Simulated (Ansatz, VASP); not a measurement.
**RbTlS: VASP beside Ansatz**

```
Rb Tl S
1.0
    -2.91084    3.22644    3.68652
     2.91084   -3.22644    3.68652
     2.91084    3.22644   -3.68652
Rb Tl S
1 1 1
Cartesian
  0.0000 0.0000 0.0000
  0.0000 0.0000 3.6865
  0.0000 3.2264 0.0000
```

Alike in both runs: functional PBE; k mesh 3 × 3 × 3; occupations gaussian, width 0.15 eV; no spin polarisation.

Ansatz relaxed the structure, and its values are those at the end. VASP's run is a single point on that final structure, the one shown.

|  | VASP | Ansatz |
| --- | --- | --- |
| version | VASP 6.6.1 | Ansatz 0.2.0 |
| potentials or method | VASP PAW PBE potentials, release 64 (Rb_sv, Tl_d, S), cutoff 500 eV | scalar-relativistic, plane waves, PAW |
| valence electrons in the cell | 28 | 28 |

|  | VASP | Ansatz | Ansatz less VASP |
| --- | --- | --- | --- |
| gap on the k mesh at the Fermi level (eV) | 1.28 | 1.28 | +0.004 |
| least direct gap on the mesh (eV) | 1.28 | 1.28 | +0.004 |
| pressure (GPa) | 0.1 | 0.1 | 0.00 |

With one functional, cell and mesh, what is left measures potentials, basis and numerics.

The k mesh is coarse, so the values compare programs but aren't converged. Spin-orbit coupling is off throughout.
